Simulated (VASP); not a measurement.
# GaP (F-43m) in VASP: notebook

Aim: see how the results for GaP move with the level of theory and the settings. Levels: BLYP+D3(BJ), PBE+D4. Tasks: single point.

Everything below comes from runs of VASP 6.6.1. Logs are shortened: lines on timing, memory, paths and dates and some standing lists are left out, and cuts for length are marked.

**The experiment to reproduce.**

From “Stacking defects in GaP nanowires: Electronic structure and optical properties”, 2018, arxiv:1810.01194, for a bulk crystal of GaP at 10 K: band gap 2.34 eV (indirect).

How close the calculation comes is told below.

## 1. The cell of the first run

Symmetry: F-43m, No. 216, cubic system. The conventional cell has a = 5.377 Å, b = 5.377 Å, c = 5.377 Å, α = 90.00°, β = 90.00°, γ = 90.00°. Within 3.1 Å of Ga (site symmetry -43m) lie 4 P at 2.33 Å. Within 3.1 Å of P (site symmetry -43m) lie 4 Ga at 2.33 Å.

## 2. Single point, BLYP+D3(BJ)

INCAR

```
SYSTEM = GaP
PREC = Accurate
ENCUT = 520
EDIFF = 1E-6
ISMEAR = -1
SIGMA = 0.05
LREAL = .False.
LASPH = .True.
NELM = 80
ALGO = Normal
ISIF = 2
LWAVE = .False.
LCHARG = .True.
GGA = B5
ALDAX = 1.0
AGGAX = 1.0
AGGAC = 1.0
ALDAC = 0.0
IVDW = 12
VDW_S6 = 1.0
VDW_S8 = 2.6996
VDW_A1 = 0.4298
VDW_A2 = 4.2359
LELF = .True.
LVHAR = .True.
NBANDS = 16
```

KPOINTS

```
regular mesh
0
Gamma
  8 8 8
  0 0 0
```

POSCAR

```
GaP
1.0
    0.0000000000      2.6884177822      2.6884177822
    2.6884177822      0.0000000000      2.6884177822
    2.6884177822      2.6884177822      0.0000000000
Ga P
1 1
Direct
    0.0000000000      0.0000000000      0.0000000000
    0.7500000000      0.7500000000      0.7500000000
```

Potentials or basis: VASP PAW PBE potentials, release 64 (Ga_d, P).

Started as:

```bash
> cat potpaw_PBE.64/Ga_d/POTCAR potpaw_PBE.64/P/POTCAR > POTCAR
> mpirun -np 1 vasp_std > vasp.out
```

OUTCAR:

```text
SYSTEM = GaP
   PREC = Accurate
   ENCUT = 520
   EDIFF = 1E-6
   ISMEAR = -1
   LREAL = .False.
   LASPH = .True.
   NELM = 80
   ISIF = 2
   GGA = B5
   IVDW = 12
 IVDW          = 12

 ion  position               nearest neighbor table
   1  0.000  0.000  0.000-   2 2.33   2 2.33   2 2.33   2 2.33
   2  0.750  0.750  0.750-   1 2.33   1 2.33   1 2.33   1 2.33

  LATTYP: Found a face centered cubic cell.
 ALAT       =     5.3768355644

  Lattice vectors:

 A1 = (   0.0000000000,   2.6884177822,   2.6884177822)
 A2 = (   2.6884177822,   0.0000000000,   2.6884177822)
 A3 = (   2.6884177822,   2.6884177822,   0.0000000000)

Analysis of symmetry for initial positions (statically):
[... 5 lines left out ...]
 face centered cubic supercell.

 Subroutine GETGRP returns: Found 24 space group operations
 (whereof 24 operations were pure point group operations)
 out of a pool of 48 trial point group operations.

The static configuration has the point symmetry T_d .

Analysis of symmetry for dynamics (positions and initial velocities):
[... 5 lines left out ...]
 face centered cubic supercell.

 Subroutine GETGRP returns: Found 24 space group operations
 (whereof 24 operations were pure point group operations)
 out of a pool of 48 trial point group operations.

The dynamic configuration has the point symmetry T_d .

 Subroutine INISYM returns: Found 24 space group operations
 (whereof 24 operations are pure point group operations),
 and found     1 'primitive' translations

----------------------------------------------------------------------------------------

                                     Primitive cell

  volume of cell :      38.8616

  direct lattice vectors                    reciprocal lattice vectors
     0.000000000  2.688417782  2.688417782    -0.185982998  0.185982998  0.185982998
     2.688417782  0.000000000  2.688417782     0.185982998 -0.185982998  0.185982998
     2.688417782  2.688417782  0.000000000     0.185982998  0.185982998 -0.185982998

  length of vectors
     3.801996889  3.801996889  3.801996889     0.322132003  0.322132003  0.322132003

  position of ions in fractional coordinates (direct lattice)
     0.000000000  0.000000000  0.000000000
     0.750000000  0.750000000  0.750000000

  ion indices of the primitive-cell ions
   primitive index   ion index
                 1           1
                 2           2

----------------------------------------------------------------------------------------

 KPOINTS: regular mesh

Automatic generation of k-mesh.
 Grid dimensions read from file:
 generate k-points for:    8    8    8

 Generating k-lattice:

  Cartesian coordinates                     Fractional coordinates (reciprocal lattice)
    -0.023247875  0.023247875  0.023247875     0.125000000  0.000000000  0.000000000
     0.023247875 -0.023247875  0.023247875     0.000000000  0.125000000  0.000000000
     0.023247875  0.023247875 -0.023247875     0.000000000  0.000000000  0.125000000

  Length of vectors
     0.040266500  0.040266500  0.040266500

  Shift w.r.t. Gamma in fractional coordinates (k-lattice)
     0.000000000  0.000000000  0.000000000

 Subroutine IBZKPT returns following result:
 ===========================================

 Found     29 irreducible k-points:

 Following reciprocal coordinates:
            Coordinates               Weight
  0.000000  0.000000  0.000000      1.000000
  0.125000  0.000000  0.000000      8.000000
  0.250000  0.000000  0.000000      8.000000
  0.375000  0.000000  0.000000      8.000000
  0.500000  0.000000  0.000000      4.000000
  0.125000  0.125000  0.000000      6.000000
[... 16 lines left out ...]
  0.500000  0.250000  0.125000     48.000000
 -0.375000  0.250000  0.125000     24.000000
 [... further k-points ...]
   k-points           NKPTS =     29   k-points in BZ     NKDIM =     29   number of bands    NBANDS=     16
   number of dos      NEDOS =    301   number of ions     NIONS =      2
   total plane-waves  NPLWV =  21952
   dimension x,y,z NGX =    28 NGY =   28 NGZ =   28
   dimension x,y,z NGXF=    56 NGYF=   56 NGZF=   56
   ions per type =               1   1
   NGX,Y,Z   is equivalent  to a cutoff of  12.24, 12.24, 12.24 a.u.
   NGXF,Y,Z  is equivalent  to a cutoff of  24.49, 24.49, 24.49 a.u.
 SYSTEM =  GaP
   PREC   = accura    normal or accurate (medium, high low for compatibility)
   ISTART =      0    job   : 0-new  1-cont  2-samecut
   ICHARG =      2    charge: 1-file 2-atom 10-const
   ISPIN  =      1    spin polarized calculation?
   LNONCOLLINEAR =      F non collinear calculations
   LSORBIT =      F    spin-orbit coupling
   LASPH  =      T    aspherical Exc in radial PAW
   ENCUT  =  520.0 eV  38.22 Ry    6.18 a.u.   7.07  7.07  7.07*2*pi/ulx,y,z
   NELM   =     80;   NELMIN=  2; NELMDL= -5     # of ELM steps
   EDIFF  = 0.1E-05   stopping-criterion for ELM
   LREAL  =      F    real-space projection
   EDIFFG = 0.1E-04   stopping-criterion for IOM
   NSW    =      0    number of steps for IOM
   IBRION =     -1    ionic relax: 0-MD 1-quasi-New 2-CG
   NFREE  =      0    steps in history (QN), initial steepest desc. (CG)
   ISIF   =      2    stress and relaxation
   ISYM   =      2    0-nonsym 1-usesym 2-fastsym
   POTIM  = 0.5000    time-step for ionic-motion
   TEBEG  =    0.0;   TEEND  =   0.0 temperature during run
   PSTRESS=    0.0 pullay stress
   NELECT =      18.0000    total number of electrons
   NUPDOWN=      -1.0000    fix difference up-down
   EMIN   =  10.00;   EMAX   =-10.00  energy-range for DOS
   EFERMI =   0.00;   METHOD = LEGACY
   ISMEAR =    -1;   SIGMA  =   0.05  broadening in eV -4-tet -1-fermi 0-gaus
   EFERMI_NEDOS =   21; number of points for ismear=-14 and -15
   IALGO  =     38    algorithm
   IMIX   =      4    mixing-type and parameters
     AMIX     =   0.40;   BMIX     =  1.00
     AMIX_MAG =   1.60;   BMIX_MAG =  1.00
  volume/ion in A,a.u.               =      19.43       131.13
  Fermi-wavevector in a.u.,A,eV,Ry     =   1.266657  2.393634 21.829447  1.604419
  Thomas-Fermi vector in A             =   2.399846
   LORBIT       =      0    0 simple, 1 ext, 2 COOP (PROOUT), +10 PAW based schemes
   GGA     = B5    functional components
   LHFCALC =     F    Hartree Fock is set to
   AEXX    =    0.0000 exact exchange contribution
[... 31 lines left out ...]
      4      -9.0872      2.00000
      5      -9.0872      2.00000
      6      -7.2814      2.00000
[... 8 lines left out ...]
     15      15.4949      0.00000
     16      15.4949      0.00000

 k-point     2 :       0.1250    0.0000    0.0000
  band No.  band energies     occupation
      1      -9.2160      2.00000
      2      -9.1945      2.00000
      3      -9.1945      2.00000
      4      -9.0872      2.00000
      5      -9.0872      2.00000
      6      -7.0696      2.00000
[... 8 lines left out ...]
     15      14.8684      0.00000
     16      15.6069      0.00000

 k-point     3 :       0.2500    0.0000    0.0000
  band No.  band energies     occupation
      1      -9.2508      2.00000
      2      -9.1832      2.00000
      3      -9.1832      2.00000
      4      -9.0858      2.00000
      5      -9.0858      2.00000
      6      -6.4700      2.00000
[... 8 lines left out ...]
     15      14.6852      0.00000
     16      15.7917      0.00000

 k-point     4 :       0.3750    0.0000    0.0000
  band No.  band energies     occupation
      1      -9.2816      2.00000
      2      -9.1745      2.00000
      3      -9.1745      2.00000
      4      -9.0816      2.00000
      5      -9.0816      2.00000
      6      -5.6300      2.00000
[... 8 lines left out ...]
     15      15.9080      0.00000
     16      15.9080      0.00000

 k-point     5 :       0.5000    0.0000    0.0000
  band No.  band energies     occupation
      1      -9.2935      2.00000
      2      -9.1718      2.00000
      3      -9.1718      2.00000
      4      -9.0789      2.00000
      5      -9.0789      2.00000
      6      -5.1085      2.00000
[... 8 lines left out ...]
     15      17.4389      0.00000
     16      17.4389      0.00000

 k-point     6 :       0.1250    0.1250    0.0000
  band No.  band energies     occupation
      1      -9.2260      2.00000
      2      -9.1895      2.00000
      3      -9.1895      2.00000
      4      -9.0919      2.00000
      5      -9.0836      2.00000
      6      -6.9995      2.00000
[... 8 lines left out ...]
     15      15.7420      0.00000
     16      15.9868      0.00000

 k-point     7 :       0.2500    0.1250    0.0000
  band No.  band energies     occupation
      1      -9.2532      2.00000
      2      -9.1799      2.00000
      3      -9.1776      2.00000
      4      -9.0954      2.00000
      5      -9.0802      2.00000
      6      -6.5285      2.00000
[... 8 lines left out ...]
     15      15.7428      0.00000
     16      17.0362      0.00000

 k-point     8 :       0.3750    0.1250    0.0000
  band No.  band energies     occupation
      1      -9.2801      2.00000
      2      -9.1724      2.00000
      3      -9.1677      2.00000
      4      -9.0934      2.00000
      5      -9.0771      2.00000
      6      -5.7504      2.00000
[... 8 lines left out ...]
     15      16.6239      0.00000
     16      16.7025      0.00000

 k-point     9 :       0.5000    0.1250    0.0000
  band No.  band energies     occupation
      1      -9.2946      2.00000
      2      -9.1691      2.00000
      3      -9.1643      2.00000
      4      -9.0867      2.00000
      5      -9.0774      2.00000
      6      -5.0275      2.00000
[... 8 lines left out ...]
     15      17.4409      0.00000
     16      17.8227      0.00000
[... 172 lines left out ...]
 k-point    19 :       0.5000    0.3750    0.0000
  band No.  band energies     occupation
      1      -9.3235      2.00000
      2      -9.1369      2.00000
      3      -9.1316      2.00000
      4      -9.1199      2.00000
      5      -9.0662      2.00000
      6      -4.3910      2.00000
[... 8 lines left out ...]
     15      17.7565      0.00000
     16      19.0860      0.00000

 k-point    20 :      -0.3750    0.3750    0.0000
  band No.  band energies     occupation
      1      -9.3148      2.00000
      2      -9.1480      2.00000
      3      -9.1362      2.00000
      4      -9.1092      2.00000
      5      -9.0734      2.00000
      6      -4.1922      2.00000
[... 8 lines left out ...]
     15      16.1387      0.00000
     16      20.6357      0.00000

 k-point    21 :       0.5000    0.5000    0.0000
  band No.  band energies     occupation
      1      -9.3322      2.00000
      2      -9.1282      2.00000
      3      -9.1260      2.00000
      4      -9.1260      2.00000
      5      -9.0626      2.00000
      6      -4.1557      2.00000
[... 8 lines left out ...]
     15      18.1114      0.00000
     16      18.7725      0.00000

 k-point    22 :       0.3750    0.2500    0.1250
  band No.  band energies     occupation
      1      -9.2766      2.00000
      2      -9.1697      2.00000
      3      -9.1652      2.00000
      4      -9.0996      2.00000
      5      -9.0770      2.00000
      6      -5.9607      2.00000
[... 8 lines left out ...]
     15      16.8914      0.00000
     16      18.3376      0.00000

 k-point    23 :       0.5000    0.2500    0.1250
  band No.  band energies     occupation
      1      -9.2938      2.00000
      2      -9.1655      2.00000
      3      -9.1549      2.00000
      4      -9.0972      2.00000
      5      -9.0771      2.00000
      6      -5.1677      2.00000
[... 8 lines left out ...]
     15      17.3577      0.00000
     16      18.6782      0.00000

 k-point    24 :      -0.3750    0.2500    0.1250
  band No.  band energies     occupation
      1      -9.3001      2.00000
      2      -9.1649      2.00000
      3      -9.1513      2.00000
      4      -9.0931      2.00000
      5      -9.0790      2.00000
      6      -4.6817      2.00000
[... 8 lines left out ...]
     15      17.8083      0.00000
     16      18.3454      0.00000

 [... further k-points ...]

------------------------ aborting loop because EDIFF is reached ----------------------------------------

 Edisp (eV)   -1.48425

 E8    (eV) :    -1.0768

  FORCE on cell =-STRESS in cart. coord.  units (eV):
  Direction    XX          YY          ZZ          XY          YZ          ZX
  --------------------------------------------------------------------------------------
  -------------------------------------------------------------------------------------
  Total       0.92724     0.92724     0.92724    -0.00000     0.00000     0.00000
  in kB      38.22809    38.22809    38.22809    -0.00000     0.00000     0.00000
  external pressure =       38.23 kB  Pullay stress =        0.00 kB

 VOLUME and BASIS-vectors are now :
 -----------------------------------------------------------------------------
  energy-cutoff  :      520.00
  volume of cell :       38.86
      direct lattice vectors                 reciprocal lattice vectors
     0.000000000  2.688417782  2.688417782    -0.185982998  0.185982998  0.185982998
     2.688417782  0.000000000  2.688417782     0.185982998 -0.185982998  0.185982998
     2.688417782  2.688417782  0.000000000     0.185982998  0.185982998 -0.185982998

 POSITION                                       TOTAL-FORCE (eV/Angst)
 -----------------------------------------------------------------------------------
      0.00000      0.00000      0.00000        -0.000000     -0.000000     -0.000000
      4.03263      4.03263      4.03263         0.000000      0.000000      0.000000
 -----------------------------------------------------------------------------------
    total drift:                               -0.000001     -0.000001     -0.000001

  FREE ENERGIE OF THE ION-ELECTRON SYSTEM (eV)
  ---------------------------------------------------
  free  energy   TOTEN  =        -9.1454010656 eV

  energy  without entropy=       -9.1454010643  energy(sigma->0) =       -9.14540106
```

Wall time 40 s (1 thread of Intel Xeon 8259CL, shared host); peak memory 0.17 GiB.

Results:

```yaml
Free_energy: -9.1454 eV
Pressure: 3.8 GPa
Band_gap_on_the_k_mesh: 1.72 eV, indirect (least direct gap 2.08 eV)
Dispersion_energy_per_atom: -0.742 eV
```

Levels at points of the mesh, in eV from the valence-band top:
```tsv
k point	band 5	band 6	band 7	band 8	band 9	band 10	band 11	band 12	band 13	band 14
(0.00, 0.00, 0.00)	-14.58	-12.78	0.00	0.00	0.00	2.08	3.94	3.94	3.94	9.22
(0.50, 0.00, 0.00)	-14.58	-10.61	-6.82	-1.17	-1.17	1.81	4.81	4.81	8.60	11.27
(0.50, 0.50, 0.00)	-14.56	-9.65	-6.95	-2.79	-2.79	1.75	1.91	10.88	10.88	11.58
```

Caveat: the PAW data sets were made with another functional, which shifts forces and pressure a little. As with any semilocal functional, this BLYP gap is likely too small.

## 3. Single point, PBE+D4

This run uses another cell than the first one, of 19.84 Å³/atom, 1.021 times its volume.

INCAR

```
SYSTEM = GaP
ALGO = Normal ; EDIFF = 1E-6
ENCUT = 520 ; GGA = PE
ISIF = 2 ; ISMEAR = -1
IVDW = 13 ; LASPH = .TRUE.
LCHARG = .TRUE. ; LELF = .TRUE.
LREAL = .FALSE. ; LVHAR = .TRUE.
LWAVE = .FALSE. ; NBANDS = 16
NELM = 100 ; PREC = Accurate
SIGMA = 0.05
```

KPOINTS

```
k-points
0
G
  8 8 8
  0 0 0
```

POSCAR

```
GaP
1.0
    0.0000000000      2.7069591804      2.7069591804
    2.7069591804      0.0000000000      2.7069591804
    2.7069591804      2.7069591804      0.0000000000
Ga P
1 1
Direct
    0.0000000000      0.0000000000      0.0000000000
    0.7500000000      0.7500000000      0.7500000000
```

Potentials or basis: VASP PAW PBE potentials, release 64 (Ga_d, P).

Started as:

```bash
> cat potpaw_PBE.64/Ga_d/POTCAR potpaw_PBE.64/P/POTCAR > POTCAR
> mpirun -np 1 vasp_std > vasp.out
```

It took 28 s on 1 thread of Intel Xeon 8259CL, shared host; peak memory 0.16 GiB.

The run converged. Its results:

* Free energy: -9.9423 eV
* Pressure: 0.8 GPa
* Band gap on the k mesh: 1.61 eV, indirect (least direct gap 1.99 eV)
* Dispersion energy per atom: -0.422 eV

Levels at points of the mesh, in eV from the valence-band top:
| k point | band 7 | band 8 | band 9 | band 10 | band 11 | band 12 |
| --- | --- | --- | --- | --- | --- | --- |
| (0.00, 0.00, 0.00) | 0.00 | 0.00 | 0.00 | 1.99 | 3.88 | 3.88 |
| (0.50, 0.00, 0.00) | -6.75 | -1.15 | -1.15 | 1.73 | 4.72 | 4.72 |
| (0.50, 0.50, 0.00) | -6.85 | -2.75 | -2.75 | 1.61 | 1.80 | 10.75 |

## 4. Single point, PBE+D4

This run uses another cell than the first one, of 20.24 Å³/atom, 1.042 times its volume.

INCAR

```
SYSTEM = GaP
  PREC = Accurate
  ENCUT = 520
  EDIFF = 1E-6
  ISMEAR = -1
  SIGMA = 0.05
  LREAL = .FALSE.
  LASPH = .TRUE.
  NELM = 100
  ALGO = Normal
  ISIF = 2
  LWAVE = .FALSE.
  LCHARG = .FALSE.
  GGA = PE
  IVDW = 13
  NBANDS = 16
```

KPOINTS

```
regular mesh
0
G
  8 8 8
  0 0 0
```

POSCAR

```
GaP
1.0
    0.0000000000      2.7252500000      2.7252500000
    2.7252500000      0.0000000000      2.7252500000
    2.7252500000      2.7252500000      0.0000000000
Ga P
1 1
Direct
    0.0000000000      0.0000000000      0.0000000000
    0.7500000000      0.7500000000      0.7500000000
```

Started as:

```bash
> cat potpaw_PBE.64/Ga_d/POTCAR potpaw_PBE.64/P/POTCAR > POTCAR
> mpirun -np 1 vasp_std > vasp.out
```

Run time: 33 s. Hardware: 1 thread of Intel Xeon 8259CL, shared host; peak memory 0.17 GiB.

The run converged. Its results:

| Item | Value |
| --- | --- |
| Free energy | -9.9424 eV |
| Pressure | -0.9 GPa |
| Band gap on the k mesh | 1.64 eV, indirect (least direct gap 1.83 eV) |
| Dispersion energy per atom | -0.413 eV |

Levels at points of the mesh, in eV from the valence-band top:
```
           k point  band 6  band 7  band 8  band 9  band 10  band 11  band 12  band 13
(0.00, 0.00, 0.00)  -12.49    0.00    0.00    0.00     1.83     3.89     3.89     3.89
(0.50, 0.00, 0.00)  -10.43   -6.63   -1.12   -1.12     1.67     4.72     4.72     8.29
(0.50, 0.50, 0.00)   -9.53   -6.75   -2.68   -2.68     1.65     1.82    10.60    10.60
```

## 5. Overview

| level | cell | gap on the mesh (eV) | pressure (GPa) |
| --- | --- | --- | --- |
| BLYP+D3(BJ) | a = 3.802 Å, angles 60.0°, 2 atoms | 1.72 | 3.8 |
| PBE+D4 | a = 3.828 Å, angles 60.0°, 2 atoms | 1.61 | 0.8 |
| PBE+D4 | a = 3.854 Å, angles 60.0°, 2 atoms | 1.64 | -0.9 |

Alike in all rows: task single point; potentials or basis VASP PAW PBE potentials, release 64 (Ga_d, P); no spin polarisation; k mesh 8 × 8 × 8; cutoff (eV) 520; smearing fermi-dirac 0.05 eV.

Caveats: the PAW data sets were made with another functional, which shifts forces and pressure a little (some runs).

Total energies depend on the potentials used, so only differences within one code and one set of settings carry meaning.

## 6. How close it comes

Step 3. A measured gap of GaP is 2.34 eV (indirect; 10 K; quoted in “Stacking defects in GaP nanowires: Electronic structure and optical properties”, 2018, arxiv:1810.01194); the calculated 1.61 eV misses it by -0.73 eV. Spin-orbit coupling on Ga is left out. The value is that of PBE+D4 on a finite k mesh, which can miss the band edges, without temperature or zero-point motion. Semilocal functionals fall short of measured gaps as a rule.

Step 4. A measured gap of GaP is 2.34 eV (indirect; 10 K; quoted in “Stacking defects in GaP nanowires: Electronic structure and optical properties”, 2018, arxiv:1810.01194); the calculated 1.64 eV misses it by -0.70 eV. Spin-orbit coupling on Ga is left out. The value is that of PBE+D4 on a finite k mesh, which can miss the band edges, without temperature or zero-point motion. Semilocal functionals fall short of measured gaps as a rule.
